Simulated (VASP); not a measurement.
# Ta16N (a cell with a defect) in VASP: further runs

Ta16N (a cell with a defect) is run at these levels: PBE; tasks: single point.

Everything below comes from runs of VASP 6.6.1. Logs are shortened: lines on timing, memory, paths and dates and some standing lists are left out, and cuts for length are marked.

## 1. The cell of the first run

The cell holds a defect, 17 atoms: a = 6.638 Å, b = 6.638 Å, c = 6.638 Å, α = 90.00°, β = 90.00°, γ = 90.00°.

## 2. Single point, PBE

The input, INCAR:

```
  PREC = Accurate
  ENCUT = 520
  EDIFF = 1E-6
  ISMEAR = 0
  SIGMA = 0.1
  LREAL = Auto
  LASPH = True
  NELM = 100
  ALGO = Normal
  ISIF = 2
  LWAVE = False
  LCHARG = True
  GGA = PE
  LELF = True
  LVHAR = True
  NBANDS = 104
```

The input, KPOINTS:

```
Automatic mesh
0
Gamma
  4 4 4
  0.5 0.5 0.5
```

The input, POSCAR:

```
Ta16N
1.0
    6.6381247865      0.0000000000      0.0000000000
    0.0000000000      6.6381247865      0.0000000000
    0.0000000000      0.0000000000      6.6381247865
Ta N
16 1
Direct
   -0.0328050477     -0.0000006026      0.0070025800
    0.5328063442     -0.0000006026      0.0070025800
    0.0006183975      0.4999997901      0.0018243104
   -0.0048111479     -0.0000003013      0.4933575528
    0.2500007236      0.2538094800      0.2527408047
    0.4993827484      0.4999999408      0.0018243104
    0.5048124444     -0.0000003013      0.4933575528
    0.7500005137      0.2577886158      0.2591008840
   -0.0006574146      0.4999996395      0.4949256161
    0.2500005730      0.7461893470      0.2527415579
    0.2500007236      0.2596219649      0.7451770130
    0.5006585605      0.4999996395      0.4949256161
    0.7500006644      0.7422105125      0.2591011852
    0.7500006644      0.2526853673      0.7460995626
    0.2500007236      0.7403777660      0.7451771636
    0.7500006644      0.7473139116      0.7460994120
    0.2500005730      0.0000006026     -0.0837863128
```

Potentials or basis: VASP PAW PBE potentials, release 64 (Ta_pv, N).

Started as:

```sh
> cat potpaw_PBE.64/Ta_pv/POTCAR potpaw_PBE.64/N/POTCAR > POTCAR
> mpirun -np 1 vasp_std > vasp.out
```

OUTCAR:

```text
PREC = Accurate
   ENCUT = 520
   EDIFF = 1E-6
   ISMEAR = 0
   LREAL = Auto
   LASPH = True
   NELM = 100
   ISIF = 2
   GGA = PE

 ion  position               nearest neighbor table
   1  0.967  1.000  0.007-  17 1.97  13 2.79   8 2.79  16 2.81  14 2.81   2 2.88   5 3.00  10 3.00
                            15 3.08  11 3.08   4 3.23   3 3.33   3 3.33   4 3.41
   2  0.533  1.000  0.007-  17 1.97   8 2.79  13 2.79  16 2.81  14 2.81   1 2.88   5 3.00  10 3.00
                            15 3.08  11 3.08   7 3.23   6 3.33   6 3.33   7 3.41
   3  0.001  0.500  0.002-  10 2.86   5 2.86  15 2.86  11 2.86  13 2.88   8 2.88  16 2.89  14 2.89
                             9 3.27   6 3.31   1 3.33   1 3.33   6 3.33   9 3.36
   4  0.995  1.000  0.493-  13 2.83   8 2.83  10 2.87   5 2.87  16 2.88  14 2.88  15 2.94  11 2.94
                             1 3.23   7 3.26   9 3.32   9 3.32   7 3.38   1 3.41
   5  0.250  0.254  0.253-  12 2.83   9 2.83   6 2.86   3 2.86   7 2.87   4 2.87   2 3.00   1 3.00
                            10 3.27  11 3.27   8 3.32   8 3.32  11 3.37  10 3.37
   6  0.499  0.500  0.002-  10 2.86   5 2.86  15 2.86  11 2.86  13 2.88   8 2.88  16 2.89  14 2.89
                            12 3.27   3 3.31   2 3.33   2 3.33   3 3.33  12 3.36
   7  0.505  1.000  0.493-   8 2.83  13 2.83   5 2.87  10 2.87  16 2.88  14 2.88  15 2.94  11 2.94
                             2 3.23   4 3.26  12 3.32  12 3.32   4 3.38   2 3.41
   8  0.750  0.258  0.259-  12 2.79   9 2.79   2 2.79   1 2.79   7 2.83   4 2.83   3 2.88   6 2.88
                            13 3.22  14 3.23   5 3.32   5 3.32  14 3.41  13 3.42
   9  0.999  0.500  0.495-  13 2.79   8 2.79  10 2.83   5 2.83  11 2.84  15 2.84  16 2.87  14 2.87
                             3 3.27  12 3.31   4 3.32   4 3.32  12 3.33   3 3.36
  10  0.250  0.746  0.253-  12 2.83   9 2.83   6 2.86   3 2.86   4 2.87   7 2.87   1 3.00   2 3.00
                             5 3.27  15 3.27  13 3.32  13 3.32  15 3.37   5 3.37
  11  0.250  0.260  0.745-  17 2.06  12 2.84   9 2.84   6 2.86   3 2.86   7 2.94   4 2.94   2 3.08
                             1 3.08  15 3.19   5 3.27  14 3.32  14 3.32   5 3.37  15 3.45
  12  0.501  0.500  0.495-  13 2.79   8 2.79  10 2.83   5 2.83  11 2.84  15 2.84  16 2.87  14 2.87
                             6 3.27   9 3.31   7 3.32   7 3.32   9 3.33   6 3.36
  13  0.750  0.742  0.259-   9 2.79  12 2.79   1 2.79   2 2.79   4 2.83   7 2.83   3 2.88   6 2.88
                             8 3.22  16 3.23  10 3.32  10 3.32  16 3.41   8 3.42
  14  0.750  0.253  0.746-   1 2.81   2 2.81   9 2.87  12 2.87   4 2.88   7 2.88   3 2.89   6 2.89
                             8 3.23  16 3.28  11 3.32  11 3.32  16 3.35   8 3.41
  15  0.250  0.740  0.745-  17 2.06  12 2.84   9 2.84   6 2.86   3 2.86   7 2.94   4 2.94   2 3.08
                             1 3.08  11 3.19  10 3.27  16 3.32  16 3.32  10 3.37  11 3.45
  16  0.750  0.747  0.746-   1 2.81   2 2.81   9 2.87  12 2.87   4 2.88   7 2.88   3 2.89   6 2.89
                            13 3.23  14 3.28  15 3.32  15 3.32  14 3.35  13 3.41
  17  0.250  0.000  0.916-   1 1.97   2 1.97  11 2.06  15 2.06

  LATTYP: Found a simple cubic cell.
 ALAT       =     6.6381247865

  Lattice vectors:

 A1 = (   6.6381247865,   0.0000000000,   0.0000000000)
 A2 = (   0.0000000000,   6.6381247865,   0.0000000000)
 A3 = (   0.0000000000,   0.0000000000,   6.6381247865)

Analysis of symmetry for initial positions (statically):
=====================================================================
 Subroutine PRICEL returns:
 Original cell was already a primitive cell.

 Routine SETGRP: Setting up the symmetry group for a
 simple cubic supercell.

 Subroutine GETGRP returns: Found  4 space group operations
 (whereof  2 operations were pure point group operations)
 out of a pool of 48 trial point group operations.

The static configuration has the point symmetry C_1h.
 The point group associated with its full space group is C_2v.

Analysis of symmetry for dynamics (positions and initial velocities):
=====================================================================
 Subroutine PRICEL returns:
 Original cell was already a primitive cell.

 Routine SETGRP: Setting up the symmetry group for a
 simple cubic supercell.

 Subroutine GETGRP returns: Found  4 space group operations
 (whereof  2 operations were pure point group operations)
 out of a pool of 48 trial point group operations.

The dynamic configuration has the point symmetry C_1h.
 The point group associated with its full space group is C_2v.

 Subroutine INISYM returns: Found  4 space group operations
 (whereof  2 operations are pure point group operations),
 and found     1 'primitive' translations

----------------------------------------------------------------------------------------

                                     Primitive cell

  volume of cell :     292.5070

  direct lattice vectors                    reciprocal lattice vectors
[... 63 lines left out ...]

  Shift w.r.t. Gamma in fractional coordinates (k-lattice)
     0.500000000  0.500000000  0.500000000

 Subroutine IBZKPT returns following result:
 ===========================================

 Found      8 irreducible k-points:

 Following reciprocal coordinates:
            Coordinates               Weight
  0.125000  0.125000  0.125000      8.000000
  0.375000  0.125000  0.125000      8.000000
  0.125000  0.375000  0.125000      8.000000
  0.125000  0.125000  0.375000      8.000000
  0.375000  0.375000  0.125000      8.000000
  0.125000  0.375000  0.375000      8.000000
  0.375000  0.125000  0.375000      8.000000
  0.375000  0.375000  0.375000      8.000000
   k-points           NKPTS =      8   k-points in BZ     NKDIM =      8   number of bands    NBANDS=    104
   number of dos      NEDOS =    301   number of ions     NIONS =     17
   total plane-waves  NPLWV = 125000
   dimension x,y,z NGX =    50 NGY =   50 NGZ =   50
   dimension x,y,z NGXF=   100 NGYF=  100 NGZF=  100
   ions per type =              16   1
   NGX,Y,Z   is equivalent  to a cutoff of  12.52, 12.52, 12.52 a.u.
   NGXF,Y,Z  is equivalent  to a cutoff of  25.04, 25.04, 25.04 a.u.
 SYSTEM =  unknown system
   PREC   = accura    normal or accurate (medium, high low for compatibility)
   ISTART =      0    job   : 0-new  1-cont  2-samecut
   ICHARG =      2    charge: 1-file 2-atom 10-const
   ISPIN  =      1    spin polarized calculation?
   LNONCOLLINEAR =      F non collinear calculations
   LSORBIT =      F    spin-orbit coupling
   LASPH  =      T    aspherical Exc in radial PAW
   ENCUT  =  520.0 eV  38.22 Ry    6.18 a.u.  12.34 12.34 12.34*2*pi/ulx,y,z
   NELM   =    100;   NELMIN=  2; NELMDL= -5     # of ELM steps
   EDIFF  = 0.1E-05   stopping-criterion for ELM
   LREAL  =      T    real-space projection
   EDIFFG = 0.1E-04   stopping-criterion for IOM
   NSW    =      0    number of steps for IOM
   IBRION =     -1    ionic relax: 0-MD 1-quasi-New 2-CG
   NFREE  =      0    steps in history (QN), initial steepest desc. (CG)
   ISIF   =      2    stress and relaxation
   ISYM   =      2    0-nonsym 1-usesym 2-fastsym
   POTIM  = 0.5000    time-step for ionic-motion
   TEBEG  =    0.0;   TEEND  =   0.0 temperature during run
   PSTRESS=    0.0 pullay stress
   NELECT =     181.0000    total number of electrons
   NUPDOWN=      -1.0000    fix difference up-down
   EMIN   =  10.00;   EMAX   =-10.00  energy-range for DOS
   EFERMI =   0.00;   METHOD = LEGACY
   ISMEAR =     0;   SIGMA  =   0.10  broadening in eV -4-tet -1-fermi 0-gaus
   EFERMI_NEDOS =   21; number of points for ismear=-14 and -15
   IALGO  =     38    algorithm
   IMIX   =      4    mixing-type and parameters
     AMIX     =   0.40;   BMIX     =  1.00
     AMIX_MAG =   1.60;   BMIX_MAG =  1.00
  volume/ion in A,a.u.               =      17.21       116.11
  Fermi-wavevector in a.u.,A,eV,Ry     =   1.395047  2.636257 26.479074  1.946157
  Thomas-Fermi vector in A             =   2.518537
   LORBIT       =      0    0 simple, 1 ext, 2 COOP (PROOUT), +10 PAW based schemes
   GGA     = PE    functional components
   LHFCALC =     F    Hartree Fock is set to
   AEXX    =    0.0000 exact exchange contribution
   IVDW    =     0    specifies the selected vdW correction
   LEPSILON=     F    determine dielectric tensor
   LRPA    =     F    only Hartree local field effects (RPA)
 non-spin polarized calculation
 Gauss-broadening in eV      SIGMA  =   0.10
  energy-cutoff  :      520.00
  volume of cell :      292.51
 maximum number of plane-waves:      7914
 NGX is ok and might be reduce to    50
   NGX = 25   NGY = 25   NGZ = 25

 number of electron     180.9999983 magnetization

 Free energy of the ion-electron system (eV)
  ---------------------------------------------------
  ext. energy  EPLUGINS =         0.00000000
  ---------------------------------------------------
  free energy    TOTEN  =      -198.60527468 eV

  energy without entropy =     -198.52338109  energy(sigma->0) =     -198.56432788

 E-fermi :   5.6929     XC(G=0): -12.6501

 val. band max:        5.6921458681   @ k =   0.3750   0.1250   0.1250
 cond. band min:       5.7155580943   @ k =   0.1250   0.3750   0.3750
 fundamental gap:      0.0234122262
 Fermi energy:         5.6928770787

 k-point     1 :       0.1250    0.1250    0.1250
  band No.  band energies     occupation
      1     -28.8691      2.00000
      2     -28.6672      2.00000
      3     -28.6396      2.00000
      4     -28.6125      2.00000
      5     -28.6004      2.00000
      6     -28.5855      2.00000
[... 829 lines left out ...]
    101       8.6586      0.00000
    102       8.7534      0.00000
 [bands above 102 left out]

------------------------ aborting loop because EDIFF is reached ----------------------------------------

  FORCE on cell =-STRESS in cart. coord.  units (eV):
  Direction    XX          YY          ZZ          XY          YZ          ZX
  --------------------------------------------------------------------------------------
  -------------------------------------------------------------------------------------
  Total       18.8457047      9.7393818      8.4179710      0.0000000      0.0000000      0.0000000
  in kB      103.2254364     53.3464763     46.1085824      0.0000000      0.0000000      0.0000000
  external PRESSURE =      67.5601650 kB  Pullay stress =       0.0000000 kB

 VOLUME and BASIS-vectors are now :
 -----------------------------------------------------------------------------
  energy-cutoff  :      520.00
  volume of cell :      292.51
      direct lattice vectors                 reciprocal lattice vectors
     6.638124786  0.000000000  0.000000000     0.150644954  0.000000000  0.000000000
     0.000000000  6.638124786  0.000000000     0.000000000  0.150644954  0.000000000
     0.000000000  0.000000000  6.638124786     0.000000000  0.000000000  0.150644954

 POSITION                                       TOTAL-FORCE (eV/Angst)
 -----------------------------------------------------------------------------------
      6.42036      6.63812      0.04648        -0.434057      0.000000     -0.092059
      3.53683      6.63812      0.04648         0.434057      0.000000     -0.092059
      0.00410      3.31906      0.01211         0.011228      0.000000     -0.099714
      6.60619      6.63812      3.27497         0.058975      0.000000     -0.076173
      1.65954      1.68482      1.67773        -0.000000     -0.081097     -0.179075
      3.31497      3.31906      0.01211        -0.011228      0.000000     -0.099714
[... 9 lines left out ...]
      4.97860      4.96076      4.95270        -0.000000     -0.092341     -0.112993
      1.65954      0.00000      6.08194        -0.000000      0.000000      1.144327
 -----------------------------------------------------------------------------------
    total drift:                                0.002490      0.016619      0.004793

  FREE ENERGIE OF THE ION-ELECTRON SYSTEM (eV)
  ---------------------------------------------------
  free  energy   TOTEN  =      -198.6052746794 eV

  energy  without entropy=     -198.5233810869  energy(sigma->0) =     -198.56432788
```

Run time: 4.5 min. Hardware: 1 thread of AMD EPYC 9R45 (Zen 5), shared host; peak memory 0.41 GiB.

What came out:

* Free energy: -198.6053 eV
* Pressure: 6.8 GPa
* Largest force: 1.144 eV/Å

Forces in eV/Å, atoms in the order of the input:
```
Ta  -0.434  0.000 -0.092
Ta   0.434  0.000 -0.092
Ta   0.011  0.000 -0.100
Ta   0.059  0.000 -0.076
Ta   0.000 -0.081 -0.179
Ta  -0.011  0.000 -0.100
Ta  -0.059  0.000 -0.076
Ta   0.000  0.090 -0.013
Ta   0.124  0.000 -0.016
Ta   0.000  0.081 -0.179
Ta   0.000 -0.298  0.017
Ta  -0.124  0.000 -0.016
Ta   0.000 -0.090 -0.013
Ta   0.000  0.092 -0.113
Ta   0.000  0.298  0.017
Ta   0.000 -0.092 -0.113
N    0.000  0.000  1.144
```

Caveat: spin-orbit coupling is left out, which moves the levels of the heavy elements.

## 3. Single point, PBE

The input, INCAR:

```
SYSTEM = Ta16N
  PREC = Accurate
  ENCUT = 520
  EDIFF = 1E-6
  ISMEAR = 0
  SIGMA = 0.1
  LREAL = Auto
  LASPH = .True.
  NELM = 100
  ALGO = Normal
  ISIF = 2
  LWAVE = .False.
  LCHARG = .False.
  GGA = PE
  NBANDS = 104
```

KPOINTS is that of step 2.

The input, POSCAR:

```
Ta16N
1.0
    6.6381247865      0.0000000000      0.0000000000
    0.0000000000      6.6381247865      0.0000000000
    0.0000000000      0.0000000000      6.6381247865
Ta N
16 1
Direct
   -0.0096218438     -0.0000009039      0.0048228982
    0.5096223872     -0.0000009039      0.0048230488
   -0.0026853969      0.4999994888      0.0039004991
   -0.0038096602     -0.0000006026      0.4972588052
    0.2500004223      0.2548111183      0.2566423583
    0.5026860909      0.4999994888      0.0039004991
    0.5038105049     -0.0000006026      0.4972588052
    0.7500002124      0.2506572343      0.2550742950
   -0.0077887960      0.4999991875      0.4908988765
    0.2500002717      0.7451874075      0.2566426596
    0.2500002717      0.2828051687      0.7429974818
    0.5077893394      0.4999993382      0.4908990272
    0.7500003631      0.7493412914      0.2550744456
    0.7500003631      0.2493815728      0.7481757514
    0.2500002717      0.7171938090      0.7429973311
    0.7500003631      0.7506172542      0.7481757514
    0.2500002717     -0.0000001506     -0.1662136575
```

Potentials or basis: VASP PAW PBE potentials, release 64 (Ta_pv, N).

Started as:

```sh
> cat potpaw_PBE.64/Ta_pv/POTCAR potpaw_PBE.64/N/POTCAR > POTCAR
> mpirun -np 1 vasp_std > vasp.out
```

Run time: 4.1 min. Hardware: 1 thread of Intel Xeon 6975P-C (Granite Rapids), shared host; peak memory 0.44 GiB.

It converged, with:

```yaml
Free_energy: -198.6053 eV
Pressure: 6.8 GPa
Largest_force: 1.145 eV/Å
```

Forces in eV/Å, atoms in the order of the input:
```
Ta   0.299  0.000 -0.019
Ta  -0.299  0.000 -0.019
Ta  -0.090  0.000  0.113
Ta   0.081  0.000  0.180
Ta   0.000 -0.057  0.077
Ta   0.090  0.000  0.113
Ta  -0.081  0.000  0.180
Ta   0.000 -0.124  0.016
Ta  -0.090  0.000  0.014
Ta   0.000  0.057  0.077
Ta   0.000  0.432  0.090
Ta   0.090  0.000  0.014
Ta   0.000  0.124  0.016
Ta   0.000 -0.012  0.101
Ta   0.000 -0.432  0.090
Ta   0.000  0.012  0.101
N    0.000  0.000 -1.145
```

Stress tensor (GPa, compression positive):
```
 5.33  0.00  0.00
 0.00 10.32  0.00
 0.00  0.00  4.61
```

Levels at points of the mesh, in eV from the Fermi level:
| k point | band 89 | band 90 | band 91 | band 92 | band 93 | band 94 |
| --- | --- | --- | --- | --- | --- | --- |
| (0.12, 0.12, 0.12) | 0.63 | 0.66 | 0.73 | 0.82 | 0.87 | 0.94 |

Caveat: spin-orbit coupling is left out, which moves the levels of the heavy elements.
